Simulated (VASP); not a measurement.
# TaRu2 (I4/mmm) in VASP: a series of runs

TaRu2 is run at these levels: PBE; tasks: single point.

Program: VASP 6.6.1. These are calculated values, not measurements. Logs are shortened: lines on timing, memory, paths and dates and some standing lists are left out, and cuts for length are marked.

## 1. The cell of the first run

The structure is tetragonal, space group I4/mmm (No. 139). Conventional cell: a = 3.072 Å, b = 3.072 Å, c = 9.217 Å, α = 90.00°, β = 90.00°, γ = 90.00°. Within 3.5 Å of Ta (site symmetry 4/mmm) lie 10 Ru at 2.66 to 3.07 Å and 4 Ta at 3.07 Å. Within 3.5 Å of Ru (site symmetry 4mm) lie 9 Ru at 2.66 to 3.07 Å and 5 Ta at 2.66 to 3.07 Å.

## 2. Single point, PBE

INCAR reads:

```
SYSTEM = TaRu2
PREC = Accurate ; ENCUT = 520
EDIFF = 1E-6 ; ISMEAR = 0
SIGMA = 0.1 ; LREAL = .FALSE.
LASPH = .TRUE. ; NELM = 60
ALGO = Normal ; ISIF = 2
LWAVE = .FALSE. ; LCHARG = .FALSE.
GGA = PE ; NBANDS = 26
```

KPOINTS reads:

```
Automatic mesh
0
G
  8 8 8
  0 0 0
```

POSCAR reads:

```
TaRu2
1.0
   -1.5361570700      1.5361570700      4.6084712000
    1.5361570700     -1.5361570700      4.6084712000
    1.5361570700      1.5361570700     -4.6084712000
Ta Ru
1 2
Direct
    0.5000000000      0.5000000000      0.0000000000
    0.8333333300      0.8333333300      0.0000000000
    0.1666666700      0.1666666700      0.0000000000
```

Potentials or basis: VASP PAW PBE potentials, release 64 (Ta_pv, Ru_pv).

Run with:

```sh
cat potpaw_PBE.64/Ta_pv/POTCAR potpaw_PBE.64/Ru_pv/POTCAR > POTCAR
mpirun -np 1 vasp_std > vasp.out
```

OUTCAR:

```text
SYSTEM = TaRu2
   PREC = Accurate
   ENCUT = 520
   EDIFF = 1E-6
   ISMEAR = 0
   LREAL = .FALSE.
   LASPH = .TRUE.
   NELM = 60
   ISIF = 2
   GGA = PE

 ion  position               nearest neighbor table
   1  0.500  0.500  0.000-   3 2.66   3 2.66   3 2.66   2 2.66   3 2.66   2 2.66   2 2.66   2 2.66
                             2 3.07   3 3.07
   2  0.833  0.833  0.000-   3 2.66   3 2.66   3 2.66   3 2.66   1 2.66   1 2.66   1 2.66   1 2.66
                             1 3.07   3 3.07
   3  0.167  0.167  0.000-   2 2.66   2 2.66   2 2.66   2 2.66   1 2.66   1 2.66   1 2.66   1 2.66
                             1 3.07   2 3.07

  LATTYP: Found a body centered tetragonal cell.
 ALAT       =     3.0723141400
 C/A-ratio  =     2.9999999935

  Lattice vectors:

 A1 = (  -1.5361570700,   1.5361570700,   4.6084712000)
 A2 = (   1.5361570700,  -1.5361570700,   4.6084712000)
 A3 = (   1.5361570700,   1.5361570700,  -4.6084712000)

Analysis of symmetry for initial positions (statically):
=====================================================================
 Subroutine PRICEL returns:
 Original cell was already a primitive cell.

 Routine SETGRP: Setting up the symmetry group for a
 body centered tetragonal supercell.

 Subroutine GETGRP returns: Found 16 space group operations
 (whereof 16 operations were pure point group operations)
 out of a pool of 16 trial point group operations.

The static configuration has the point symmetry D_4h.

Analysis of symmetry for dynamics (positions and initial velocities):
=====================================================================
 Subroutine PRICEL returns:
 Original cell was already a primitive cell.

 Routine SETGRP: Setting up the symmetry group for a
 body centered tetragonal supercell.

 Subroutine GETGRP returns: Found 16 space group operations
 (whereof 16 operations were pure point group operations)
 out of a pool of 16 trial point group operations.

The dynamic configuration has the point symmetry D_4h.

 Subroutine INISYM returns: Found 16 space group operations
 (whereof 16 operations are pure point group operations),
 and found     1 'primitive' translations

----------------------------------------------------------------------------------------

                                     Primitive cell

  volume of cell :      43.4999

  direct lattice vectors                    reciprocal lattice vectors
    -1.536157070  1.536157070  4.608471200     0.000000000  0.325487549  0.108495850
     1.536157070 -1.536157070  4.608471200     0.325487549  0.000000000  0.108495850
     1.536157070  1.536157070 -4.608471200     0.325487549  0.325487549  0.000000000

  length of vectors
     5.094856611  5.094856611  5.094856611     0.343094002  0.343094002  0.460308907

  position of ions in fractional coordinates (direct lattice)
     0.500000000  0.500000000  0.000000000
     0.833333330  0.833333330  0.000000000
     0.166666670  0.166666670  0.000000000

  ion indices of the primitive-cell ions
   primitive index   ion index
                 1           1
                 2           2
                 3           3

----------------------------------------------------------------------------------------

 KPOINTS: Automatic mesh

Automatic generation of k-mesh.
 Grid dimensions read from file:
 generate k-points for:    8    8    8

 Generating k-lattice:

  Cartesian coordinates                     Fractional coordinates (reciprocal lattice)
     0.000000000  0.040685944  0.013561981     0.125000000  0.000000000 -0.000000000
     0.040685944  0.000000000  0.013561981     0.000000000  0.125000000 -0.000000000
     0.040685944  0.040685944  0.000000000     0.000000000  0.000000000  0.125000000

  Length of vectors
     0.042886750  0.042886750  0.057538613

  Shift w.r.t. Gamma in fractional coordinates (k-lattice)
     0.000000000  0.000000000  0.000000000

 Subroutine IBZKPT returns following result:
 ===========================================

 Found     59 irreducible k-points:

 Following reciprocal coordinates:
            Coordinates               Weight
  0.000000  0.000000  0.000000      1.000000
  0.125000  0.000000 -0.000000      8.000000
  0.250000  0.000000 -0.000000      8.000000
  0.375000 -0.000000  0.000000      8.000000
  0.500000  0.000000 -0.000000      4.000000
  0.125000  0.125000 -0.000000      8.000000
[... 16 lines left out ...]
  0.250000  0.125000  0.125000     16.000000
  0.375000  0.125000  0.125000      8.000000
 [... further k-points ...]
   k-points           NKPTS =     59   k-points in BZ     NKDIM =     59   number of bands    NBANDS=     26
   number of dos      NEDOS =    301   number of ions     NIONS =      3
   total plane-waves  NPLWV =  64000
   dimension x,y,z NGX =    40 NGY =   40 NGZ =   40
   dimension x,y,z NGXF=    80 NGYF=   80 NGZF=   80
   ions per type =               1   2
   NGX,Y,Z   is equivalent  to a cutoff of  13.05, 13.05, 13.05 a.u.
   NGXF,Y,Z  is equivalent  to a cutoff of  26.10, 26.10, 26.10 a.u.
 SYSTEM =  TaRu2
   PREC   = accura    normal or accurate (medium, high low for compatibility)
   ISTART =      0    job   : 0-new  1-cont  2-samecut
   ICHARG =      2    charge: 1-file 2-atom 10-const
   ISPIN  =      1    spin polarized calculation?
   LNONCOLLINEAR =      F non collinear calculations
   LSORBIT =      F    spin-orbit coupling
   LASPH  =      T    aspherical Exc in radial PAW
   ENCUT  =  520.0 eV  38.22 Ry    6.18 a.u.   9.47  9.47  9.47*2*pi/ulx,y,z
   NELM   =     60;   NELMIN=  2; NELMDL= -5     # of ELM steps
   EDIFF  = 0.1E-05   stopping-criterion for ELM
   LREAL  =      F    real-space projection
   EDIFFG = 0.1E-04   stopping-criterion for IOM
   NSW    =      0    number of steps for IOM
   IBRION =     -1    ionic relax: 0-MD 1-quasi-New 2-CG
   NFREE  =      0    steps in history (QN), initial steepest desc. (CG)
   ISIF   =      2    stress and relaxation
   ISYM   =      2    0-nonsym 1-usesym 2-fastsym
   POTIM  = 0.5000    time-step for ionic-motion
   TEBEG  =    0.0;   TEEND  =   0.0 temperature during run
   PSTRESS=    0.0 pullay stress
   NELECT =      39.0000    total number of electrons
   NUPDOWN=      -1.0000    fix difference up-down
   EMIN   =  10.00;   EMAX   =-10.00  energy-range for DOS
   EFERMI =   0.00;   METHOD = LEGACY
   ISMEAR =     0;   SIGMA  =   0.10  broadening in eV -4-tet -1-fermi 0-gaus
   EFERMI_NEDOS =   21; number of points for ismear=-14 and -15
   IALGO  =     38    algorithm
   IMIX   =      4    mixing-type and parameters
     AMIX     =   0.40;   BMIX     =  1.00
     AMIX_MAG =   1.60;   BMIX_MAG =  1.00
  volume/ion in A,a.u.               =      14.50        97.85
  Fermi-wavevector in a.u.,A,eV,Ry     =   1.578581  2.983086 33.904622  2.491919
  Thomas-Fermi vector in A             =   2.679091
   LORBIT       =      0    0 simple, 1 ext, 2 COOP (PROOUT), +10 PAW based schemes
   GGA     = PE    functional components
   LHFCALC =     F    Hartree Fock is set to
   AEXX    =    0.0000 exact exchange contribution
   IVDW    =     0    specifies the selected vdW correction
   LEPSILON=     F    determine dielectric tensor
   LRPA    =     F    only Hartree local field effects (RPA)
 non-spin polarized calculation
 Gauss-broadening in eV      SIGMA  =   0.10
  energy-cutoff  :      520.00
  volume of cell :       43.50
 maximum number of plane-waves:      1189
 NGX is ok and might be reduce to    40
   NGX = 19   NGY = 19   NGZ = 19

 number of electron      39.0000000 magnetization

 Free energy of the ion-electron system (eV)
  ---------------------------------------------------
  ext. energy  EPLUGINS =         0.00000000
  ---------------------------------------------------
  free energy    TOTEN  =       -29.98216737 eV

  energy without entropy =      -29.95210572  energy(sigma->0) =      -29.96713655

 E-fermi :  10.9078     XC(G=0): -13.7302

 val. band max:       10.9052238716   @ k =   0.3750   0.1250   0.1250
 cond. band min:      10.9086473705   @ k =  -0.3750   0.5000   0.2500
 fundamental gap:      0.0034234989
 Fermi energy:        10.9077715526

 k-point     1 :       0.0000    0.0000    0.0000
  band No.  band energies     occupation
      1     -32.2463      2.00000
      2     -32.0930      2.00000
      3     -32.0930      2.00000
      4     -31.8732      2.00000
      5     -31.7945      2.00000
      6     -31.7945      2.00000
[... 18 lines left out ...]
     25      14.7628      0.00000
     26      14.9055      0.00000

 k-point     2 :       0.1250    0.0000   -0.0000
  band No.  band energies     occupation
      1     -32.2515      2.00000
      2     -32.1385      2.00000
      3     -32.0797      2.00000
      4     -31.8504      2.00000
      5     -31.8080      2.00000
      6     -31.8027      2.00000
[... 18 lines left out ...]
     25      15.0594      0.00000
     26      15.4504      0.00000

 k-point     3 :       0.2500    0.0000   -0.0000
  band No.  band energies     occupation
      1     -32.2685      2.00000
      2     -32.2177      2.00000
      3     -32.0422      2.00000
      4     -31.8403      2.00000
      5     -31.8280      2.00000
      6     -31.8225      2.00000
[... 18 lines left out ...]
     25      15.3452      0.00000
     26      15.3709      0.00000

 k-point     4 :       0.3750   -0.0000    0.0000
  band No.  band energies     occupation
      1     -32.3038      2.00000
      2     -32.2626      2.00000
      3     -31.9877      2.00000
      4     -31.8704      2.00000
      5     -31.8669      2.00000
      6     -31.8170      2.00000
[... 18 lines left out ...]
     25      14.7529      0.00000
     26      15.4501      0.00000

 k-point     5 :       0.5000    0.0000   -0.0000
  band No.  band energies     occupation
      1     -32.3239      2.00000
      2     -32.2731      2.00000
      3     -31.9306      2.00000
      4     -31.9225      2.00000
      5     -31.8765      2.00000
      6     -31.8187      2.00000
[... 18 lines left out ...]
     25      14.2160      0.00000
     26      15.6495      0.00000

 k-point     6 :       0.1250    0.1250   -0.0000
  band No.  band energies     occupation
      1     -32.2489      2.00000
      2     -32.1251      2.00000
      3     -32.1236      2.00000
      4     -31.8366      2.00000
      5     -31.8292      2.00000
      6     -31.8039      2.00000
[... 427 lines left out ...]
 k-point    21 :       0.5000    0.5000   -0.0000
  band No.  band energies     occupation
      1     -32.3176      2.00000
      2     -32.2926      2.00000
      3     -32.0660      2.00000
      4     -31.9886      2.00000
      5     -31.8780      2.00000
      6     -31.8511      2.00000
[... 18 lines left out ...]
     25      16.0375      0.00000
     26      18.6231      0.00000

 k-point    22 :       0.1250    0.1250    0.1250
  band No.  band energies     occupation
      1     -32.2645      2.00000
      2     -32.1964      2.00000
      3     -32.1256      2.00000
      4     -31.9367      2.00000
      5     -31.8327      2.00000
      6     -31.7909      2.00000
[... 18 lines left out ...]
     25      13.7946      0.00000
     26      18.0119      0.00000

 k-point    23 :       0.2500    0.1250    0.1250
  band No.  band energies     occupation
      1     -32.2758      2.00000
      2     -32.2506      2.00000
      3     -32.0861      2.00000
      4     -31.9808      2.00000
      5     -31.8407      2.00000
      6     -31.8007      2.00000
[... 18 lines left out ...]
     25      14.4891      0.00000
     26      18.2115      0.00000

 k-point    24 :       0.3750    0.1250    0.1250
  band No.  band energies     occupation
      1     -32.2893      2.00000
      2     -32.2717      2.00000
      3     -32.0597      2.00000
      4     -31.9981      2.00000
      5     -31.8352      2.00000
      6     -31.8165      2.00000
[... 18 lines left out ...]
     25      16.1086      0.00000
     26      16.6780      0.00000

 [... further k-points ...]
[... 5 lines left out ...]
  --------------------------------------------------------------------------------------
  -------------------------------------------------------------------------------------
  Total        5.4553728      5.4553728      5.3411466      0.0000000      0.0000000      0.0000000
  in kB      200.9309783    200.9309783    196.7238259      0.0000000      0.0000000      0.0000000
  external PRESSURE =     199.5285941 kB  Pullay stress =       0.0000000 kB

 VOLUME and BASIS-vectors are now :
 -----------------------------------------------------------------------------
  energy-cutoff  :      520.00
  volume of cell :       43.50
      direct lattice vectors                 reciprocal lattice vectors
    -1.536157070  1.536157070  4.608471200     0.000000000  0.325487549  0.108495850
     1.536157070 -1.536157070  4.608471200     0.325487549  0.000000000  0.108495850
     1.536157070  1.536157070 -4.608471200     0.325487549  0.325487549  0.000000000

 POSITION                                       TOTAL-FORCE (eV/Angst)
 -----------------------------------------------------------------------------------
      0.00000      0.00000      4.60847         0.000000      0.000000      0.000000
      0.00000      0.00000      7.68079        -0.000000     -0.000000      2.024935
      0.00000      0.00000      1.53616         0.000000      0.000000     -2.024935
 -----------------------------------------------------------------------------------
    total drift:                                0.000000      0.000000      0.000000

  FREE ENERGIE OF THE ION-ELECTRON SYSTEM (eV)
  ---------------------------------------------------
  free  energy   TOTEN  =       -29.9821673742 eV

  energy  without entropy=      -29.9521057237  energy(sigma->0) =      -29.96713655
```

Wall time 3 min (1 thread of Intel Xeon 8259CL, shared host); peak memory 0.27 GiB.

What came out:

```
Free energy            : -29.9822 eV
Pressure               : 20.0 GPa
Largest force          : 2.025 eV/Å
Band gap on the k mesh : zero (an odd number of electrons rules out a gap without spin polarisation)
```

Forces in eV/Å, atoms in the order of the input:
```
Ta   0.000  0.000  0.000
Ru   0.000  0.000  2.025
Ru   0.000  0.000 -2.025
```

Stress tensor (GPa, compression positive):
```
20.09  0.00  0.00
 0.00 20.09  0.00
 0.00  0.00 19.67
```

Caveat: the cell stands under pressure; spin-orbit coupling is left out, which moves the levels of the heavy elements; forces of over 1 eV/Å act on the atoms, so gaps and moduli don't describe the material at rest.

## 3. Single point, PBE

This run uses another cell than the first one, of 15.66 Å³/atom.

INCAR reads:

```
PREC = Accurate ; ENCUT = 520
EDIFF = 1E-6 ; ISMEAR = 0
SIGMA = 0.1 ; LREAL = F
LASPH = T ; NELM = 60
ALGO = Normal ; ISIF = 2
LWAVE = F ; LCHARG = F
GGA = PE ; NBANDS = 26
```

KPOINTS reads:

```
Automatic mesh
0
Gamma
  8 8 8
```

POSCAR reads:

```
TaRu2
1.0
   -1.5655260597      1.5655260597      4.7913998390
    1.5655260597     -1.5655260597      4.7913998390
    1.5655260597      1.5655260597     -4.7913998390
Ta Ru
1 2
Direct
    0.5000000000      0.5000000000      0.0000000000
    0.8460469459      0.8460469459      0.0000000000
    0.1539530541      0.1539530541      0.0000000000
```

Potentials or basis: VASP PAW PBE potentials, release 64 (Ta_pv, Ru_pv).

Run with:

```sh
cat potpaw_PBE.64/Ta_pv/POTCAR potpaw_PBE.64/Ru_pv/POTCAR > POTCAR
mpirun -np 1 vasp_std > vasp.out
```

It took 2.7 min on 1 thread of Intel Xeon 8259CL, shared host; peak memory 0.28 GiB.

Results (log left out):

| Quantity | Value |
| --- | --- |
| Free energy | -30.4453 eV |
| Pressure | 0.2 GPa |
| Largest force | 0.026 eV/Å |
| Band gap on the k mesh | zero (an odd number of electrons rules out a gap without spin polarisation) |

Forces on the atoms (eV/Å):
```
Ta   0.000  0.000  0.000
Ru   0.000  0.000 -0.026
Ru   0.000  0.000  0.026
```

Stress tensor (GPa, compression positive):
```
0.22 0.00 0.00
0.00 0.22 0.00
0.00 0.00 0.14
```

Levels at points of the mesh, in eV from the Fermi level:
```csv
k point,band 18,band 19,band 20,band 21,band 22,band 23
"(0.00, 0.00, 0.00)",-0.89,-0.89,-0.08,0.08,1.24,1.73
"(0.50, 0.00, 0.00)",-1.35,-0.02,0.60,0.85,1.19,1.50
"(0.50, 0.50, 0.00)",0.35,0.36,0.40,0.43,1.27,3.26
"(0.50, 0.50, 0.50)",-1.23,-1.16,-1.13,0.13,0.17,3.15
```

Caveat: spin-orbit coupling is left out, which moves the levels of the heavy elements.
